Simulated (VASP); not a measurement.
# ScAl2 (Fd-3m) in VASP: notebook

The runs below take ScAl2 through relaxation of cell and atoms, single point, with PBEsol.

Everything below comes from runs of VASP 6.6.1. Logs are shortened: lines on timing, memory, paths and dates and some standing lists are left out, and cuts for length are marked.

## Step 1: The cell of the first run

Symmetry: Fd-3m, No. 227, cubic system. The conventional cell has a = 7.555 Å, b = 7.555 Å, c = 7.555 Å, α = 90.00°, β = 90.00°, γ = 90.00°. Within 4.1 Å of Sc (site symmetry -43m) lie 12 Al at 3.13 Å and 4 Sc at 3.27 Å. Within 3.5 Å of Al (site symmetry -3m) lie 6 Al at 2.67 Å and 6 Sc at 3.13 Å.

## Step 2: Relaxation of cell and atoms, PBEsol

File INCAR:

```
SYSTEM = ScAl2
PREC     = Accurate       ! precision mode
ENCUT    = 600            ! plane-wave cutoff, eV
EDIFF    = 1E-6           ! SCF threshold, eV
ISMEAR   = 0              ! smearing method
SIGMA    = 0.1            ! smearing width, eV
LREAL    = .False.        ! projectors in reciprocal space
LASPH    = .True.         ! aspherical terms in the spheres
NELM     = 80             ! most SCF steps
ALGO     = Normal         ! electronic algorithm
ISIF     = 3              ! what is computed and relaxed
LWAVE    = .False.        ! write WAVECAR
LCHARG   = .False.        ! write CHGCAR
GGA      = PS             ! functional
IBRION   = 2              ! ionic algorithm
NSW      = 100            ! ionic steps
EDIFFG   = -0.005         ! ionic threshold
```

File KPOINTS:

```
regular mesh
0
Gamma
  8 8 8
  0 0 0
```

File POSCAR:

```
ScAl2
1.0
    0.0000000000      3.7776526849      3.7776526849
    3.7776526849      0.0000000000      3.7776526849
    3.7776526849      3.7776526849      0.0000000000
Sc Al
2 4
Direct
    0.5000000000      0.5000000000      0.5000000000
    0.7500000000      0.7500000000      0.7500000000
    0.1250000000      0.1250000000      0.1250000000
    0.6250000000      0.1250000000      0.1250000000
    0.1250000000      0.6250000000      0.1250000000
    0.1250000000      0.1250000000      0.6250000000
```

Potentials or basis: VASP PAW PBE potentials, release 64 (Sc_sv, Al).

On the command line:

```console
$ cat potpaw_PBE.64/Sc_sv/POTCAR potpaw_PBE.64/Al/POTCAR > POTCAR
$ mpirun -np 1 vasp_std > vasp.out
```

OUTCAR:

```text
SYSTEM = ScAl2
   PREC = Accurate
   ENCUT = 600
   EDIFF = 1E-6
   ISMEAR = 0
   LREAL = .False.
   LASPH = .True.
   NELM = 80
   ISIF = 3
   GGA = PS
   IBRION = 2
   NSW = 100
   EDIFFG = -0.005

 ion  position               nearest neighbor table
   1  0.500  0.500  0.500-   5 3.13   4 3.13   3 3.13   3 3.13   3 3.13   6 3.13   6 3.13   4 3.13
                             5 3.13   4 3.13   5 3.13   6 3.13   2 3.27   2 3.27   2 3.27   2 3.27
   2  0.750  0.750  0.750-   3 3.13   4 3.13   5 3.13   4 3.13   4 3.13   5 3.13   3 3.13   5 3.13
                             6 3.13   3 3.13   6 3.13   6 3.13   1 3.27   1 3.27   1 3.27   1 3.27
   3  0.125  0.125  0.125-   4 2.67   5 2.67   6 2.67   6 2.67   5 2.67   4 2.67   1 3.13   2 3.13
                             1 3.13   2 3.13   1 3.13   2 3.13
   4  0.625  0.125  0.125-   3 2.67   6 2.67   5 2.67   3 2.67   5 2.67   6 2.67   2 3.13   1 3.13
                             2 3.13   1 3.13   1 3.13   2 3.13
   5  0.125  0.625  0.125-   3 2.67   6 2.67   3 2.67   4 2.67   6 2.67   4 2.67   1 3.13   2 3.13
                             2 3.13   1 3.13   1 3.13   2 3.13
   6  0.125  0.125  0.625-   3 2.67   3 2.67   4 2.67   5 2.67   5 2.67   4 2.67   1 3.13   2 3.13
                             1 3.13   2 3.13   1 3.13   2 3.13

  LATTYP: Found a face centered cubic cell.
 ALAT       =     7.5553053698

  Lattice vectors:

 A1 = (   0.0000000000,   3.7776526849,   3.7776526849)
 A2 = (   3.7776526849,   0.0000000000,   3.7776526849)
 A3 = (   3.7776526849,   3.7776526849,   0.0000000000)

Analysis of symmetry for initial positions (statically):
=====================================================================
 Subroutine PRICEL returns:
 Original cell was already a primitive cell.

 Routine SETGRP: Setting up the symmetry group for a
 face centered cubic supercell.

 Subroutine GETGRP returns: Found 48 space group operations
 (whereof 24 operations were pure point group operations)
 out of a pool of 48 trial point group operations.

The static configuration has the point symmetry T_d .
 The point group associated with its full space group is O_h .

Analysis of symmetry for dynamics (positions and initial velocities):
=====================================================================
 Subroutine PRICEL returns:
 Original cell was already a primitive cell.

 Routine SETGRP: Setting up the symmetry group for a
 face centered cubic supercell.

 Subroutine GETGRP returns: Found 48 space group operations
 (whereof 24 operations were pure point group operations)
 out of a pool of 48 trial point group operations.

The dynamic configuration has the point symmetry T_d .
 The point group associated with its full space group is O_h .

 Subroutine INISYM returns: Found 48 space group operations
 (whereof 24 operations are pure point group operations),
 and found     1 'primitive' translations

----------------------------------------------------------------------------------------

                                     Primitive cell

  volume of cell :     107.8192

  direct lattice vectors                    reciprocal lattice vectors
     0.000000000  3.777652685  3.777652685    -0.132357324  0.132357324  0.132357324
     3.777652685  0.000000000  3.777652685     0.132357324 -0.132357324  0.132357324
     3.777652685  3.777652685  0.000000000     0.132357324  0.132357324 -0.132357324

  length of vectors
     5.342407661  5.342407661  5.342407661     0.229249610  0.229249610  0.229249610

  position of ions in fractional coordinates (direct lattice)
     0.500000000  0.500000000  0.500000000
     0.750000000  0.750000000  0.750000000
     0.125000000  0.125000000  0.125000000
     0.625000000  0.125000000  0.125000000
     0.125000000  0.625000000  0.125000000
     0.125000000  0.125000000  0.625000000

  ion indices of the primitive-cell ions
   primitive index   ion index
                 1           1
                 2           2
                 3           3
                 4           4
                 5           5
                 6           6

----------------------------------------------------------------------------------------

 KPOINTS: regular mesh

Automatic generation of k-mesh.
 Grid dimensions read from file:
 generate k-points for:    8    8    8

 Generating k-lattice:

  Cartesian coordinates                     Fractional coordinates (reciprocal lattice)
    -0.016544665  0.016544665  0.016544665     0.125000000  0.000000000  0.000000000
     0.016544665 -0.016544665  0.016544665     0.000000000  0.125000000  0.000000000
     0.016544665  0.016544665 -0.016544665     0.000000000  0.000000000  0.125000000

  Length of vectors
     0.028656201  0.028656201  0.028656201

  Shift w.r.t. Gamma in fractional coordinates (k-lattice)
     0.000000000  0.000000000  0.000000000

 Subroutine IBZKPT returns following result:
 ===========================================

 Found     29 irreducible k-points:

 Following reciprocal coordinates:
            Coordinates               Weight
  0.000000  0.000000  0.000000      1.000000
  0.125000  0.000000  0.000000      8.000000
  0.250000  0.000000  0.000000      8.000000
  0.375000  0.000000  0.000000      8.000000
  0.500000  0.000000  0.000000      4.000000
  0.125000  0.125000  0.000000      6.000000
[... 16 lines left out ...]
  0.500000  0.250000  0.125000     48.000000
 -0.375000  0.250000  0.125000     24.000000
 [... further k-points ...]
   k-points           NKPTS =     29   k-points in BZ     NKDIM =     29   number of bands    NBANDS=     21
   number of dos      NEDOS =    301   number of ions     NIONS =      6
   total plane-waves  NPLWV = 110592
   dimension x,y,z NGX =    48 NGY =   48 NGZ =   48
   dimension x,y,z NGXF=    96 NGYF=   96 NGZF=   96
   ions per type =               2   4
   NGX,Y,Z   is equivalent  to a cutoff of  14.94, 14.94, 14.94 a.u.
   NGXF,Y,Z  is equivalent  to a cutoff of  29.87, 29.87, 29.87 a.u.
 SYSTEM =  ScAl2
   PREC   = accura    normal or accurate (medium, high low for compatibility)
   ISTART =      0    job   : 0-new  1-cont  2-samecut
   ICHARG =      2    charge: 1-file 2-atom 10-const
   ISPIN  =      1    spin polarized calculation?
   LNONCOLLINEAR =      F non collinear calculations
   LSORBIT =      F    spin-orbit coupling
   LASPH  =      T    aspherical Exc in radial PAW
   ENCUT  =  600.0 eV  44.10 Ry    6.64 a.u.  10.67 10.67 10.67*2*pi/ulx,y,z
   NELM   =     80;   NELMIN=  2; NELMDL= -5     # of ELM steps
   EDIFF  = 0.1E-05   stopping-criterion for ELM
   LREAL  =      F    real-space projection
   EDIFFG = -.5E-02   stopping-criterion for IOM
   NSW    =    100    number of steps for IOM
   IBRION =      2    ionic relax: 0-MD 1-quasi-New 2-CG
   NFREE  =      1    steps in history (QN), initial steepest desc. (CG)
   ISIF   =      3    stress and relaxation
   ISYM   =      2    0-nonsym 1-usesym 2-fastsym
   POTIM  = 0.5000    time-step for ionic-motion
   TEBEG  =    0.0;   TEEND  =   0.0 temperature during run
   PSTRESS=    0.0 pullay stress
   NELECT =      34.0000    total number of electrons
   NUPDOWN=      -1.0000    fix difference up-down
   EMIN   =  10.00;   EMAX   =-10.00  energy-range for DOS
   EFERMI =   0.00;   METHOD = LEGACY
   ISMEAR =     0;   SIGMA  =   0.10  broadening in eV -4-tet -1-fermi 0-gaus
   EFERMI_NEDOS =   21; number of points for ismear=-14 and -15
   IALGO  =     38    algorithm
   IMIX   =      4    mixing-type and parameters
     AMIX     =   0.40;   BMIX     =  1.00
     AMIX_MAG =   1.60;   BMIX_MAG =  1.00
  volume/ion in A,a.u.               =      17.97       121.27
  Fermi-wavevector in a.u.,A,eV,Ry     =   1.114301  2.105723 16.893895  1.241666
  Thomas-Fermi vector in A             =   2.250894
   LORBIT       =      0    0 simple, 1 ext, 2 COOP (PROOUT), +10 PAW based schemes
   GGA     = PS    functional components
   LHFCALC =     F    Hartree Fock is set to
   AEXX    =    0.0000 exact exchange contribution
   IVDW    =     0    specifies the selected vdW correction
   LEPSILON=     F    determine dielectric tensor
   LRPA    =     F    only Hartree local field effects (RPA)
 conjugate gradient relaxation of ions
 non-spin polarized calculation
 Gauss-broadening in eV      SIGMA  =   0.10
  energy-cutoff  :      600.00
  volume of cell :      107.82
 maximum number of plane-waves:      3647
 NGX is ok and might be reduce to    48
   NGX = 21   NGY = 21   NGZ = 21

--------------------------------------- Ionic step        1  -------------------------------------------

 number of electron      33.9999998 magnetization

 Free energy of the ion-electron system (eV)
  ---------------------------------------------------
  ext. energy  EPLUGINS =         0.00000000
  ---------------------------------------------------
  free energy    TOTEN  =       -32.51143945 eV

  energy without entropy =      -32.48596151  energy(sigma->0) =      -32.49870048

------------------------ aborting loop because EDIFF is reached ----------------------------------------

  FORCE on cell =-STRESS in cart. coord.  units (eV):
  Direction    XX          YY          ZZ          XY          YZ          ZX
  --------------------------------------------------------------------------------------
  -------------------------------------------------------------------------------------
  Total       -0.6023186     -0.6023186     -0.6023186      0.0000000      0.0000000     -0.0000000
  in kB       -8.9503659     -8.9503659     -8.9503659      0.0000000      0.0000000     -0.0000000
  external PRESSURE =      -8.9503659 kB  Pullay stress =       0.0000000 kB
[... 65 lines left out ...]
  energy  without entropy=      -32.4885873216  energy(sigma->0) =      -32.50113747

--------------------------------------- Ionic step        3  -------------------------------------------

 number of electron      33.9999999 magnetization

 Free energy of the ion-electron system (eV)
  ---------------------------------------------------
  ext. energy  EPLUGINS =         0.00000000
  ---------------------------------------------------
  free energy    TOTEN  =       -32.51438363 eV

  energy without entropy =      -32.48915929  energy(sigma->0) =      -32.50177146

 E-fermi :   6.5125     XC(G=0): -10.4443

 val. band max:        6.4622101655   @ k =   0.5000   0.3750   0.1250
 cond. band min:       6.5274348671   @ k =   0.3750   0.1250   0.0000
 fundamental gap:      0.0652247016
 Fermi energy:         6.5125024152

 k-point     1 :       0.0000    0.0000    0.0000
  band No.  band energies     occupation
      1     -42.5692      2.00000
      2     -42.5271      2.00000
      3     -21.3485      2.00000
      4     -21.3485      2.00000
      5     -21.3485      2.00000
      6     -21.2357      2.00000
[... 550 lines left out ...]
      5     -21.3255      2.00000
      6     -21.2614      2.00000
[... 13 lines left out ...]
     20       7.9569      0.00000
     21       8.1226      0.00000

 [... further k-points ...]
[... 5 lines left out ...]
  --------------------------------------------------------------------------------------
  -------------------------------------------------------------------------------------
  Total        0.0007301      0.0007301      0.0007301     -0.0000000      0.0000000     -0.0000000
  in kB        0.0109560      0.0109560      0.0109560     -0.0000000      0.0000000     -0.0000000
  external PRESSURE =       0.0109560 kB  Pullay stress =       0.0000000 kB
[... 21 lines left out ...]
  FREE ENERGIE OF THE ION-ELECTRON SYSTEM (eV)
  ---------------------------------------------------
  free  energy   TOTEN  =       -32.5143836253 eV

  energy  without entropy=      -32.4891592872  energy(sigma->0) =      -32.50177146

 reached required accuracy - stopping structural energy minimisation
```

Wall time 8.5 min (1 thread of AMD EPYC 7R13, shared host); peak memory 0.33 GiB.

Results:

```
Free energy                            : -32.5144 eV
Relaxed volume                         : 17.79 Å³/atom
Relaxed cell                           : a = 5.325 Å, b = 5.325 Å, c = 5.325 Å, α = 60.00°, β = 60.00°, γ = 60.00°
Space group after relaxing (to 0.05 Å) : Fd-3m (No. 227)
Energy gained by relaxing              : 0.5 meV/atom
Ionic steps                            : 3
Pressure after relaxing                : 0.0 GPa
Band gap on the k mesh                 : zero (band 17 reaches 7.19 eV, above the bottom of band 18 at 4.81 eV)
```

The path:
```
step  energy change (eV)  largest force (eV/Å)  pressure (GPa)  volume (Å³)
   1              0.0000                0.0000           -0.90       107.82
   2             -0.0022                0.0000            0.42       106.26
   3             -0.0029                0.0000            0.00       106.77
```

Final structure:
```
Sc Al
1.0
     0.00000    3.76534    3.76534
     3.76534    0.00000    3.76534
     3.76534    3.76534    0.00000
Sc Al
2 4
Direct
  0.50000 0.50000 0.50000
  0.75000 0.75000 0.75000
  0.12500 0.12500 0.12500
  0.62500 0.12500 0.12500
  0.12500 0.62500 0.12500
  0.12500 0.12500 0.62500
```

Levels at points of the mesh, in eV from the Fermi level:
```csv
k point,band 14,band 15,band 16,band 17,band 18,band 19,band 20,band 21
"(0.00, 0.00, 0.00)",-2.41,-2.41,-2.41,-1.70,-1.70,0.36,2.15,2.15
"(0.50, 0.00, 0.00)",-1.86,-1.86,-0.35,-0.13,-0.13,1.69,1.69,1.96
"(0.50, 0.50, 0.00)",-3.55,0.27,0.27,0.68,0.68,0.83,0.83,1.06
```

Caveat: the PAW data sets were made with another functional, which shifts forces and pressure a little.

## Step 3: Single point, PBEsol (volume scaled by 0.94)

File INCAR:

```
SYSTEM = ScAl2
ALGO     = Normal         ! electronic algorithm
EDIFF    = 1E-7           ! SCF threshold, eV
ENCUT    = 520            ! plane-wave cutoff, eV
GGA      = PS             ! functional
ISIF     = 2              ! what is computed and relaxed
ISMEAR   = 0              ! smearing method
LASPH    = .True.         ! aspherical terms in the spheres
LCHARG   = .False.        ! write CHGCAR
LREAL    = .False.        ! projectors in reciprocal space
LWAVE    = .False.        ! write WAVECAR
NBANDS   = 26             ! bands
NELM     = 60             ! most SCF steps
PREC     = Accurate       ! precision mode
SIGMA    = 0.1            ! smearing width, eV
```

File KPOINTS:

```
k-points
0
Gamma
  8 8 8
  0 0 0
```

POSCAR: that of step 2 with these lines changed.

```diff
@@ -2,5 +2,5 @@
 1.0
-    0.0000000000      3.7776526849      3.7776526849
-    3.7776526849      0.0000000000      3.7776526849
-    3.7776526849      3.7776526849      0.0000000000
+    0.0000000000      3.6865767334      3.6865767334
+    3.6865767334      0.0000000000      3.6865767334
+    3.6865767334      3.6865767334      0.0000000000
 Sc Al
```

Potentials or basis: VASP PAW PBE potentials, release 64 (Sc_sv, Al).

On the command line:

```console
$ cat potpaw_PBE.64/Sc_sv/POTCAR potpaw_PBE.64/Al/POTCAR > POTCAR
$ mpirun -np 1 vasp_std > vasp.out
```

It took 49 s on 1 thread of Intel Xeon 6975P-C (Granite Rapids), shared host; peak memory 0.26 GiB.

Results (log left out):

```yaml
Free_energy: -32.3833 eV
Pressure: 6.6 GPa
Band_gap_on_the_k_mesh: zero (band 17 reaches 7.75 eV, above the bottom of band 18 at 5.24 eV)
```

Levels at points of the mesh, in eV from the Fermi level:
```tsv
k point	band 15	band 16	band 17	band 18	band 19	band 20
(0.00, 0.00, 0.00)	-2.40	-2.40	-1.81	-1.81	0.45	2.35
(0.50, 0.00, 0.00)	-1.90	-0.36	-0.14	-0.14	1.78	1.78
(0.50, 0.50, 0.00)	0.26	0.26	0.71	0.71	0.86	0.86
```

Caveat: the cell differs from its parent crystal (volume scaled by 0.94); the PAW data sets were made with another functional, which shifts forces and pressure a little.

## Step 4: Single point, PBEsol (volume scaled by 0.97)

File INCAR:

```
SYSTEM = ScAl2
PREC = Accurate ; ENCUT = 520
EDIFF = 1E-6 ; ISMEAR = 0
SIGMA = 0.1 ; LREAL = .False.
LASPH = .True. ; NELM = 100
ALGO = Normal ; ISIF = 2
LWAVE = .False. ; LCHARG = .True.
GGA = PS ; LELF = .True.
LVHAR = .True. ; NBANDS = 26
```

File KPOINTS:

```
regular mesh
0
Gamma
  8 8 8
  0 0 0
```

POSCAR: that of step 3 with these lines changed.

```diff
@@ -2,5 +2,5 @@
 1.0
-    0.0000000000      3.6865767334      3.6865767334
-    3.6865767334      0.0000000000      3.6865767334
-    3.6865767334      3.6865767334      0.0000000000
+    0.0000000000      3.7253856563      3.7253856563
+    3.7253856563      0.0000000000      3.7253856563
+    3.7253856563      3.7253856563      0.0000000000
 Sc Al
```

On the command line:

```console
$ cat potpaw_PBE.64/Sc_sv/POTCAR potpaw_PBE.64/Al/POTCAR > POTCAR
$ mpirun -np 1 vasp_std > vasp.out
```

It took 49 s on 1 thread of Intel Xeon 6975P-C (Granite Rapids), shared host; peak memory 0.27 GiB.

The run converged. Its results:

| Property | Result |
| --- | --- |
| Free energy | -32.4806 eV |
| Pressure | 3.1 GPa |
| Band gap on the k mesh | zero (band 17 reaches 7.47 eV, above the bottom of band 18 at 5.02 eV) |

Levels at points of the mesh, in eV from the Fermi level:
```csv
k point,band 14,band 15,band 16,band 17,band 18,band 19,band 20,band 21
"(0.00, 0.00, 0.00)",-2.40,-2.40,-2.40,-1.76,-1.76,0.40,2.25,2.25
"(0.50, 0.00, 0.00)",-1.88,-1.88,-0.35,-0.13,-0.13,1.73,1.73,2.00
"(0.50, 0.50, 0.00)",-3.61,0.26,0.26,0.69,0.69,0.85,0.85,1.08
```

Caveat: the cell differs from its parent crystal (volume scaled by 0.97); the PAW data sets were made with another functional, which shifts forces and pressure a little.

## Step 5: The runs side by side

```tsv
task	cell	cutoff (eV)	gap on the mesh (eV)	pressure (GPa)
relaxation of cell and atoms	relaxed from a = 5.342 Å, angles 60.0°, 6 atoms	600	none	0.0
single point	a = 5.214 Å, angles 60.0°, 6 atoms	520	none	6.6
single point	a = 5.268 Å, angles 60.0°, 6 atoms	520	none	3.1
```

Alike in all rows: level PBEsol; potentials or basis VASP PAW PBE potentials, release 64 (Sc_sv, Al); no spin polarisation; k mesh 8 × 8 × 8; smearing gaussian 0.1 eV.

Caveats: the PAW data sets were made with another functional, which shifts forces and pressure a little.

Total energies depend on the potentials used, so only differences within one code and one set of settings carry meaning.
